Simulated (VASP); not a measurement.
Here is a VASP 6.6.1 calculation.

File INCAR:

```
PREC = Accurate ; ENCUT = 520
EDIFF = 1E-6 ; ISMEAR = 0
SIGMA = 0.1 ; LREAL = False
LASPH = True ; NELM = 100
ALGO = Normal ; ISIF = 2
LWAVE = False ; LCHARG = False
GGA = PE ; NBANDS = 12
```

Contents of KPOINTS:

```
regular mesh
0
Gamma
  6 6 6
```

POSCAR

```
Tl
1.0
    2.0192345800     -2.3680488500      0.0000000000
    2.0192345800      2.3680488500      0.0000000000
    0.0000000000      0.0000000000      2.9407406900
Tl
1
Direct
    0.0000000000      0.0000000000      0.0000000000
```

Potentials or basis: VASP PAW PBE potentials, release 64 (Tl_d).

The run is started by

```bash
$ cat potpaw_PBE.64/Tl_d/POTCAR > POTCAR
$ mpirun -np 1 vasp_std > vasp.out
```

Question: What does it give for the pressure?

Answer: 7.5 GPa.

Stress tensor (GPa, compression positive):
```
6.33 0.00 0.00
0.00 8.47 0.00
0.00 0.00 7.57
```
